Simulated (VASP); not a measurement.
Runs of VASP 6.6.1 on SrNb. The structure is that of space group Pm-3m (No. 221), or close to it. The cells are those of the table. 

```tsv
task	cell	gap on the mesh (eV)	pressure (GPa)	relaxed volume (Å³/atom)
relaxation of cell and atoms	relaxed from a = 3.743 Å, 2 atoms	none	-0.1	28.17
single point	a = 3.835 Å, 2 atoms	none	-0.1	-
single point	a = 3.829 Å, 2 atoms	none	(a)	-
relaxation of cell and atoms	relaxed from a = 3.877 Å, 2 atoms	none	0.0	28.14
```

Alike in all rows: level PBE; potentials or basis VASP PAW PBE potentials, release 64 (Sr_sv, Nb_sv); no spin polarisation; k mesh 5 × 5 × 5; cutoff (eV) 500; smearing gaussian 0.2 eV.

Question: Estimate the missing entries.

Answer: (a) 0.1.

A k mesh can miss the band edges, and the runs leave out spin-orbit coupling on Nb, Sr.

A gap of «none» marks levels without a gap at the run's occupations.
